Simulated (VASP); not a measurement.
Wanted: the native input for a VASP 6.6.1 run.

```
Task                   : single point
Functional             : PBE
Potentials or basis    : VASP PAW PBE potentials, release 64 (Zn)
Cutoff                 : 520 eV
k mesh                 : 6 × 6 × 6
Occupations            : gaussian, width 0.1 eV
Spin                   : no spin polarisation
Dipole correction      : no
Further INCAR settings : ALGO = Normal; EDIFF = 1e-06; NBANDS = 19
```

The structure of Zn lies in POSCAR:

```
Zn
1.0
    0.0000000000      2.5878309705      2.5878309705
    2.5878309705      0.0000000000      2.5878309705
    2.5878309705      2.5878309705      0.0000000000
Zn
2
Direct
    0.5000000000      0.5000000000      0.5000000000
    0.7500000000      0.7500000000      0.7500000000
```

These files were run (other wordings do the same):

INCAR

```
  PREC = Accurate
  ENCUT = 520
  EDIFF = 1E-6
  ISMEAR = 0
  SIGMA = 0.1
  LREAL = False
  LASPH = True
  NELM = 60
  ALGO = Normal
  ISIF = 2
  LWAVE = False
  LCHARG = True
  GGA = PE
  LELF = True
  LVHAR = True
  NBANDS = 19
```

KPOINTS

```
regular mesh
0
Gamma
  6 6 6
```

Potentials or basis: VASP PAW PBE potentials, release 64 (Zn).

The run is started by

```bash
$ cat potpaw_PBE.64/Zn/POTCAR > POTCAR
$ mpirun -np 1 vasp_std > vasp.out
```

Results of the run:

```
Pressure               : 24.1 GPa
Band gap on the k mesh : zero (band 12 reaches 9.05 eV, above the bottom of band 13 at 0.71 eV)
```

Run time: 6.6 s on 1 thread of AMD EPYC 9R45 (Zen 5), on a shared host, peak memory 0.11 GiB.
